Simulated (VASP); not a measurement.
# KCl (Pm-3m) in VASP: notebook, part 2 of 2

VASP 6.6.1.

## Step 4: Single point, PBEsol (volume scaled by 1.04)

The input, INCAR:

```
SYSTEM = KCl
PREC = Accurate ; ENCUT = 520
EDIFF = 1E-7 ; ISMEAR = -1
SIGMA = 0.02 ; LREAL = .False.
LASPH = .True. ; NELM = 60
ALGO = Normal ; ISIF = 2
LWAVE = .False. ; LCHARG = .False.
GGA = PS ; NBANDS = 15
```

The input, KPOINTS:

```
Automatic mesh
0
Gamma
  7 7 7
  0 0 0
```

The input, POSCAR:

```
KCl
1.0
    3.6818212735      0.0000000000      0.0000000000
    0.0000000000      3.6818212735      0.0000000000
    0.0000000000      0.0000000000      3.6818212735
K Cl
1 1
Direct
    0.0000000000      0.0000000000      0.0000000000
    0.5000000000      0.5000000000      0.5000000000
```

Potentials or basis: VASP PAW PBE potentials, release 64 (K_sv, Cl).

Command:

```bash
$ cat potpaw_PBE.64/K_sv/POTCAR potpaw_PBE.64/Cl/POTCAR > POTCAR
$ mpirun -np 1 vasp_std > vasp.out
```

OUTCAR:

```text
SYSTEM = KCl
   PREC = Accurate
   ENCUT = 520
   EDIFF = 1E-7
   ISMEAR = -1
   LREAL = .False.
   LASPH = .True.
   NELM = 60
   ISIF = 2
   GGA = PS

 ion  position               nearest neighbor table
   1  0.000  0.000  0.000-   2 3.19   2 3.19   2 3.19   2 3.19   2 3.19   2 3.19   2 3.19   2 3.19

   2  0.500  0.500  0.500-   1 3.19   1 3.19   1 3.19   1 3.19   1 3.19   1 3.19   1 3.19   1 3.19

  LATTYP: Found a simple cubic cell.
 ALAT       =     3.6818212735

[... 541 lines left out ...]

------------------------ aborting loop because EDIFF is reached ----------------------------------------

  FORCE on cell =-STRESS in cart. coord.  units (eV):
  Direction    XX          YY          ZZ          XY          YZ          ZX
  --------------------------------------------------------------------------------------
  -------------------------------------------------------------------------------------
  Total        0.3683196      0.3683196      0.3683196     -0.0000000      0.0000000     -0.0000000
  in kB       11.8235347     11.8235347     11.8235347     -0.0000000      0.0000000     -0.0000000
  external PRESSURE =      11.8235347 kB  Pullay stress =       0.0000000 kB

 VOLUME and BASIS-vectors are now :
 -----------------------------------------------------------------------------
  energy-cutoff  :      520.00
  volume of cell :       49.91
      direct lattice vectors                 reciprocal lattice vectors
     3.681821274  0.000000000  0.000000000     0.271604710  0.000000000  0.000000000
     0.000000000  3.681821274  0.000000000     0.000000000  0.271604710  0.000000000
     0.000000000  0.000000000  3.681821274     0.000000000  0.000000000  0.271604710

 POSITION                                       TOTAL-FORCE (eV/Angst)
 -----------------------------------------------------------------------------------
      0.00000      0.00000      0.00000         0.000000      0.000000      0.000000
      1.84091      1.84091      1.84091         0.000000      0.000000      0.000000
 -----------------------------------------------------------------------------------
    total drift:                               -0.000000      0.000000      0.000000

  FREE ENERGIE OF THE ION-ELECTRON SYSTEM (eV)
  ---------------------------------------------------
  free  energy   TOTEN  =        -6.9060763012 eV

  energy  without entropy=       -6.9060763011  energy(sigma->0) =       -6.90607630
```

OSZICAR:

```text
N       E                     dE             d eps       ncg     rms          rms(c)
DAV:   1     0.104922242323E+03    0.10492E+03   -0.74145E+03   600   0.986E+02
DAV:   2    -0.166834153546E+01   -0.10659E+03   -0.99248E+02   805   0.246E+02
DAV:   3    -0.697974257206E+01   -0.53114E+01   -0.52898E+01   824   0.495E+01
DAV:   4    -0.715482074346E+01   -0.17508E+00   -0.17505E+00   858   0.821E+00
DAV:   5    -0.715626445516E+01   -0.14437E-02   -0.14437E-02   839   0.802E-01    0.337E+00
DAV:   6    -0.693445083297E+01    0.22181E+00   -0.22023E-01   747   0.324E+00    0.285E+00
DAV:   7    -0.690528596571E+01    0.29165E-01   -0.69964E-02   789   0.192E+00    0.165E+00
DAV:   8    -0.690596195089E+01   -0.67599E-03   -0.15370E-02   834   0.954E-01    0.222E-01
DAV:   9    -0.690592187343E+01    0.40077E-04   -0.57026E-04   768   0.163E-01    0.933E-02
DAV:  10    -0.690607869108E+01   -0.15682E-03   -0.21174E-04   685   0.118E-01    0.299E-02
DAV:  11    -0.690607516573E+01    0.35253E-05   -0.17373E-05   824   0.325E-02    0.120E-02
DAV:  12    -0.690607650045E+01   -0.13347E-05   -0.95976E-07   650   0.785E-03    0.240E-03
DAV:  13    -0.690607637547E+01    0.12498E-06   -0.61100E-08   643   0.197E-03    0.584E-04
DAV:  14    -0.690607630116E+01    0.74312E-07   -0.10823E-08   433   0.958E-04
   1 F= -.69060763E+01 E0= -.69060763E+01  d E =-.207499E-10
```

It took 14 s on 1 thread of Intel Xeon Platinum 8259CL at 2.50GHz (Skylake/Cascade Lake), shared host; peak memory 0.15 GiB.

Results:

| Item | Value |
| --- | --- |
| Free energy | -6.9061 eV |
| Pressure | 1.2 GPa |
| Band gap on the k mesh | 5.20 eV, indirect (least direct gap 5.40 eV) |

Caveat: the PAW data sets were made with another functional, which shifts forces and pressure a little. A k mesh can miss the band edges.

## Step 5: Summary

| cell | gap on the mesh (eV) | pressure (GPa) |
| --- | --- | --- |
| a = 3.622 Å, 2 atoms | 5.45 | 2.7 |
| a = 3.658 Å, 2 atoms | 5.29 | 1.7 |
| a = 3.682 Å, 2 atoms | 5.20 | 1.2 |

Alike in all rows: task single point; level PBEsol; potentials or basis VASP PAW PBE potentials, release 64 (K_sv, Cl); no spin polarisation; k mesh 7 × 7 × 7; cutoff (eV) 520; smearing fermi-dirac 0.02 eV.

Caveats: the PAW data sets were made with another functional, which shifts forces and pressure a little.

Absolute energies hang on the potentials; compare differences alone.
